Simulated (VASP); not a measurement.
# Ag (Im-3m) in VASP: a series of runs

Runs on Ag. Level: revPBE. Tasks: single point.

Program: VASP 6.6.1. These are calculated values, not measurements. Logs are shortened: lines on timing, memory, paths and dates and some standing lists are left out, and cuts for length are marked.

## 1. The cell of the first run

It takes space group Im-3m (No. 229, cubic). The conventional cell has a = 3.201 Å, b = 3.201 Å, c = 3.201 Å, α = 90.00°, β = 90.00°, γ = 90.00°. Within 3.7 Å of Ag (site symmetry m-3m) lie 14 Ag at 2.77 to 3.20 Å.

## 2. Single point, revPBE (volume scaled by 0.88)

File INCAR:

```
SYSTEM = Ag
PREC = Accurate ; ENCUT = 520
EDIFF = 1E-6 ; ISMEAR = -1
SIGMA = 0.1 ; LREAL = .False.
LASPH = .True. ; NELM = 80
ALGO = Normal ; ISIF = 2
LWAVE = .False. ; LCHARG = .False.
GGA = RE ; NBANDS = 12
```

File KPOINTS:

```
regular mesh
0
Gamma
  15 15 15
  0 0 0
```

File POSCAR:

```
Ag
1.0
   -1.6006019693      1.6006019693      1.6006019693
    1.6006019693     -1.6006019693      1.6006019693
    1.6006019693      1.6006019693     -1.6006019693
Ag
1
Direct
    0.0000000000      0.0000000000      0.0000000000
```

Potentials or basis: VASP PAW PBE potentials, release 64 (Ag).

On the command line:

```console
$ cat potpaw_PBE.64/Ag/POTCAR > POTCAR
$ mpirun -np 1 vasp_std > vasp.out
```

OUTCAR:

```text
SYSTEM = Ag
   PREC = Accurate
   ENCUT = 520
   EDIFF = 1E-6
   ISMEAR = -1
   LREAL = .False.
   LASPH = .True.
   NELM = 80
   ISIF = 2
   GGA = RE

 ion  position               nearest neighbor table
   1  0.000  0.000  0.000-

  LATTYP: Found a body centered cubic cell.
 ALAT       =     3.2012039386

  Lattice vectors:

 A1 = (  -1.6006019693,   1.6006019693,   1.6006019693)
 A2 = (   1.6006019693,  -1.6006019693,   1.6006019693)
 A3 = (   1.6006019693,   1.6006019693,  -1.6006019693)

Analysis of symmetry for initial positions (statically):
=====================================================================
 Subroutine PRICEL returns:
 Original cell was already a primitive cell.

 Routine SETGRP: Setting up the symmetry group for a
 body centered cubic supercell.

 Subroutine GETGRP returns: Found 48 space group operations
 (whereof 48 operations were pure point group operations)
 out of a pool of 48 trial point group operations.

The static configuration has the point symmetry O_h .

Analysis of symmetry for dynamics (positions and initial velocities):
=====================================================================
 Subroutine PRICEL returns:
 Original cell was already a primitive cell.

 Routine SETGRP: Setting up the symmetry group for a
 body centered cubic supercell.

 Subroutine GETGRP returns: Found 48 space group operations
 (whereof 48 operations were pure point group operations)
 out of a pool of 48 trial point group operations.

The dynamic configuration has the point symmetry O_h .

 Subroutine INISYM returns: Found 48 space group operations
 (whereof 48 operations are pure point group operations),
 and found     1 'primitive' translations

----------------------------------------------------------------------------------------

                                     Primitive cell

  volume of cell :      16.4025

  direct lattice vectors                    reciprocal lattice vectors
    -1.600601969  1.600601969  1.600601969     0.000000000  0.312382472  0.312382472
     1.600601969 -1.600601969  1.600601969     0.312382472  0.000000000  0.312382472
     1.600601969  1.600601969 -1.600601969     0.312382472  0.312382472  0.000000000

  length of vectors
     2.772323934  2.772323934  2.772323934     0.441775529  0.441775529  0.441775529

  position of ions in fractional coordinates (direct lattice)
     0.000000000  0.000000000  0.000000000

  ion indices of the primitive-cell ions
   primitive index   ion index
                 1           1

----------------------------------------------------------------------------------------

 KPOINTS: regular mesh

Automatic generation of k-mesh.
 Grid dimensions read from file:
 generate k-points for:   15   15   15

 Generating k-lattice:

  Cartesian coordinates                     Fractional coordinates (reciprocal lattice)
     0.000000000  0.020825498  0.020825498     0.066666667  0.000000000  0.000000000
     0.020825498  0.000000000  0.020825498     0.000000000  0.066666667  0.000000000
     0.020825498  0.020825498  0.000000000     0.000000000  0.000000000  0.066666667

  Length of vectors
     0.029451702  0.029451702  0.029451702

  Shift w.r.t. Gamma in fractional coordinates (k-lattice)
     0.000000000  0.000000000  0.000000000

 Subroutine IBZKPT returns following result:
 ===========================================

 Found    120 irreducible k-points:

 Following reciprocal coordinates:
            Coordinates               Weight
  0.000000  0.000000  0.000000      1.000000
  0.066667  0.000000  0.000000     12.000000
  0.133333  0.000000  0.000000     12.000000
  0.200000  0.000000  0.000000     12.000000
  0.266667  0.000000  0.000000     12.000000
  0.333333  0.000000  0.000000     12.000000
[... 16 lines left out ...]
  0.333333  0.200000 -0.000000     48.000000
  0.400000  0.200000  0.000000     24.000000
 [... further k-points ...]
   k-points           NKPTS =    120   k-points in BZ     NKDIM =    120   number of bands    NBANDS=     12
   number of dos      NEDOS =    301   number of ions     NIONS =      1
   total plane-waves  NPLWV =  13824
   dimension x,y,z NGX =    24 NGY =   24 NGZ =   24
   dimension x,y,z NGXF=    48 NGYF=   48 NGZF=   48
   ions per type =               1
   NGX,Y,Z   is equivalent  to a cutoff of  14.39, 14.39, 14.39 a.u.
   NGXF,Y,Z  is equivalent  to a cutoff of  28.78, 28.78, 28.78 a.u.
 SYSTEM =  Ag
   PREC   = accura    normal or accurate (medium, high low for compatibility)
   ISTART =      0    job   : 0-new  1-cont  2-samecut
   ICHARG =      2    charge: 1-file 2-atom 10-const
   ISPIN  =      1    spin polarized calculation?
   LNONCOLLINEAR =      F non collinear calculations
   LSORBIT =      F    spin-orbit coupling
   LASPH  =      T    aspherical Exc in radial PAW
   ENCUT  =  520.0 eV  38.22 Ry    6.18 a.u.   5.15  5.15  5.15*2*pi/ulx,y,z
   NELM   =     80;   NELMIN=  2; NELMDL= -5     # of ELM steps
   EDIFF  = 0.1E-05   stopping-criterion for ELM
   LREAL  =      F    real-space projection
   EDIFFG = 0.1E-04   stopping-criterion for IOM
   NSW    =      0    number of steps for IOM
   IBRION =     -1    ionic relax: 0-MD 1-quasi-New 2-CG
   NFREE  =      0    steps in history (QN), initial steepest desc. (CG)
   ISIF   =      2    stress and relaxation
   ISYM   =      2    0-nonsym 1-usesym 2-fastsym
   POTIM  = 0.5000    time-step for ionic-motion
   TEBEG  =    0.0;   TEEND  =   0.0 temperature during run
   PSTRESS=    0.0 pullay stress
   NELECT =      11.0000    total number of electrons
   NUPDOWN=      -1.0000    fix difference up-down
   EMIN   =  10.00;   EMAX   =-10.00  energy-range for DOS
   EFERMI =   0.00;   METHOD = LEGACY
   ISMEAR =    -1;   SIGMA  =   0.10  broadening in eV -4-tet -1-fermi 0-gaus
   EFERMI_NEDOS =   21; number of points for ismear=-14 and -15
   IALGO  =     38    algorithm
   IMIX   =      4    mixing-type and parameters
     AMIX     =   0.40;   BMIX     =  1.00
     AMIX_MAG =   1.60;   BMIX_MAG =  1.00
  volume/ion in A,a.u.               =      16.40       110.69
  Fermi-wavevector in a.u.,A,eV,Ry     =   1.432965  2.707912 27.938066  2.053390
  Thomas-Fermi vector in A             =   2.552535
   LORBIT       =      0    0 simple, 1 ext, 2 COOP (PROOUT), +10 PAW based schemes
   GGA     = RE    functional components
   LHFCALC =     F    Hartree Fock is set to
   AEXX    =    0.0000 exact exchange contribution
   IVDW    =     0    specifies the selected vdW correction
   LEPSILON=     F    determine dielectric tensor
   LRPA    =     F    only Hartree local field effects (RPA)
 non-spin polarized calculation
  energy-cutoff  :      520.00
  volume of cell :       16.40
 maximum number of plane-waves:       458
 NGX is ok and might be reduce to    24
   NGX = 11   NGY = 11   NGZ = 11

 number of electron      10.9999998 magnetization

 Free energy of the ion-electron system (eV)
  ---------------------------------------------------
  ext. energy  EPLUGINS =         0.00000000
  ---------------------------------------------------
  free energy    TOTEN  =        -2.19548702 eV

  energy without entropy =       -2.18641329  energy(sigma->0) =       -2.19095016

 E-fermi :   9.1134     XC(G=0): -12.3504

 val. band max:        9.0950009439   @ k =  -0.3333   0.4667   0.0667
 cond. band min:       9.1142958597   @ k =  -0.2667   0.4667   0.0667
 fundamental gap:      0.0192949159
 Fermi energy:         9.1134213477

 k-point     1 :       0.0000    0.0000    0.0000
  band No.  band energies     occupation
      1       1.0540      2.00000
      2       3.9940      2.00000
      3       3.9940      2.00000
      4       3.9940      2.00000
      5       5.4095      2.00000
      6       5.4095      2.00000
      7      27.1939      0.00000
      8      27.1939      0.00000
      9      27.1939      0.00000
     10      33.9410      0.00000
     11      33.9410      0.00000
     12      34.2393      0.00000

 k-point     2 :       0.0667    0.0000    0.0000
  band No.  band energies     occupation
      1       1.2056      2.00000
      2       3.9549      2.00000
      3       3.9997      2.00000
      4       4.0835      2.00000
      5       5.3665      2.00000
      6       5.4123      2.00000
      7      26.8657      0.00000
      8      27.1585      0.00000
      9      27.3142      0.00000
     10      32.2222      0.00000
     11      32.5239      0.00000
     12      33.2677      0.00000

 k-point     3 :       0.1333    0.0000    0.0000
  band No.  band energies     occupation
      1       1.6341      2.00000
      2       3.8460      2.00000
      3       4.0230      2.00000
      4       4.3434      2.00000
      5       5.2708      2.00000
      6       5.4218      2.00000
      7      25.6400      0.00000
      8      26.8129      0.00000
      9      27.6487      0.00000
     10      31.0330      0.00000
     11      31.2335      0.00000
     12      31.4094      0.00000
[... 286 lines left out ...]
 k-point    23 :       0.3333    0.2000   -0.0000
  band No.  band energies     occupation
      1       2.9256      2.00000
      2       3.4277      2.00000
      3       4.6539      2.00000
      4       5.3120      2.00000
      5       5.7782      2.00000
      6      10.2042      0.00004
      7      15.1031      0.00000
      8      18.7177      0.00000
      9      23.7693      0.00000
     10      29.8655      0.00000
     11      32.5493      0.00000
     12      35.9699      0.00000

 k-point    24 :       0.4000    0.2000    0.0000
  band No.  band energies     occupation
      1       2.8910      2.00000
      2       3.4036      2.00000
      3       4.7172      2.00000
      4       5.3477      2.00000
      5       5.8328      2.00000
      6      11.3412      0.00000
      7      13.7269      0.00000
      8      18.5175      0.00000
      9      23.6114      0.00000
     10      30.0498      0.00000
     11      32.4464      0.00000
     12      35.9643      0.00000

 [... further k-points ...]
[... 5 lines left out ...]
  --------------------------------------------------------------------------------------
  -------------------------------------------------------------------------------------
  Total        1.3796054      1.3796054      1.3796054      0.0000000      0.0000000     -0.0000000
  in kB      134.7582692    134.7582692    134.7582692      0.0000000      0.0000000     -0.0000000
  external PRESSURE =     134.7582692 kB  Pullay stress =       0.0000000 kB

 VOLUME and BASIS-vectors are now :
 -----------------------------------------------------------------------------
  energy-cutoff  :      520.00
  volume of cell :       16.40
      direct lattice vectors                 reciprocal lattice vectors
    -1.600601969  1.600601969  1.600601969     0.000000000  0.312382472  0.312382472
     1.600601969 -1.600601969  1.600601969     0.312382472  0.000000000  0.312382472
     1.600601969  1.600601969 -1.600601969     0.312382472  0.312382472  0.000000000

 POSITION                                       TOTAL-FORCE (eV/Angst)
 -----------------------------------------------------------------------------------
      0.00000      0.00000      0.00000         0.000000      0.000000      0.000000
 -----------------------------------------------------------------------------------
    total drift:                               -0.000000      0.000000      0.000000

  FREE ENERGIE OF THE ION-ELECTRON SYSTEM (eV)
  ---------------------------------------------------
  free  energy   TOTEN  =        -2.1954870169 eV

  energy  without entropy=       -2.1864132947  energy(sigma->0) =       -2.19095016
```

It took 11 s on 1 thread of Intel Xeon 6975P-C, shared host; peak memory 0.15 GiB.

What came out:

* Free energy: -2.1955 eV
* Pressure: 13.5 GPa

Levels at points of the mesh, in eV from the Fermi level:
| k point | band 3 | band 4 | band 5 | band 6 | band 7 | band 8 | band 9 | band 10 |
| --- | --- | --- | --- | --- | --- | --- | --- | --- |
| (0.00, 0.00, 0.00) | -5.12 | -5.12 | -3.70 | -3.70 | 18.08 | 18.08 | 18.08 | 24.83 |

Caveat: the PAW data sets were made with another functional, which shifts forces and pressure a little.

## 3. Single point, revPBE (volume scaled by 0.92)

File INCAR:

```
SYSTEM = Ag
PREC = Accurate
ENCUT = 520
EDIFF = 1E-6
ISMEAR = -1
SIGMA = 0.1
LREAL = .FALSE.
LASPH = .TRUE.
NELM = 100
ALGO = Normal
ISIF = 2
LWAVE = .FALSE.
LCHARG = .FALSE.
GGA = RE
NBANDS = 12
```

File KPOINTS:

```
regular mesh
0
G
  15 15 15
  0 0 0
```

File POSCAR:

```
Ag
1.0
   -1.6244950735      1.6244950735      1.6244950735
    1.6244950735     -1.6244950735      1.6244950735
    1.6244950735      1.6244950735     -1.6244950735
Ag
1
Direct
    0.0000000000      0.0000000000      0.0000000000
```

Potentials or basis: VASP PAW PBE potentials, release 64 (Ag).

On the command line:

```console
$ cat potpaw_PBE.64/Ag/POTCAR > POTCAR
$ mpirun -np 1 vasp_std > vasp.out
```

It took 12 s on 1 thread of Intel Xeon 6975P-C, shared host; peak memory 0.16 GiB.

It converged, with:

| Quantity | Value |
| --- | --- |
| Free energy | -2.2443 eV |
| Pressure | 7.6 GPa |

Levels at points of the mesh, in eV from the Fermi level:
```
           k point  band 2  band 3  band 4  band 5  band 6  band 7  band 8  band 9  band 10  band 11
(0.00, 0.00, 0.00)   -4.95   -4.95   -4.95   -3.63   -3.63   17.92   17.92   17.92    24.24    24.24
```

Caveat: the PAW data sets were made with another functional, which shifts forces and pressure a little.

[end of part 1 of 2]
